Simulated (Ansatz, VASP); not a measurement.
# Two plane-wave programs on Mo

```
Mo
1.0
     7.73541    0.00000   -0.00160
    -3.86771    6.69906    0.00080
    -2.57866    0.00000    0.91330
Mo
3
Direct
  0.33333 0.66667 0.00000
  0.00000 0.00000 0.00000
  0.66667 0.33333 0.00000
```

Change from the starting cell: band edges of the strained film's bulk.

Alike in both runs: task single point; functional PBE; k mesh 6 × 6 × 37; occupations gaussian, width 0.1 eV; no spin polarisation.

```csv
,VASP,Ansatz
version,VASP 6.6.1,Ansatz 0.2.0
potentials or method,"VASP PAW PBE potentials, release 64 (Mo_sv), cutoff 520 eV","scalar-relativistic, plane waves, PAW"
valence electrons in the cell,42,42
```

Ansatz gave:

- gap on the k mesh at the Fermi level (eV): none
- pressure (GPa): 0.4
- traceless stress, the component that is largest in VASP (GPa): -0.39

Q: Estimate VASP's values.

A: gap on the k mesh at the Fermi level (eV): none; pressure (GPa): 0.9; traceless stress, the component that is largest in VASP (GPa): -0.39.

A gap of «none» marks a metal or a gap that the smearing closes.

The k mesh is coarse, so the values compare programs but aren't converged.
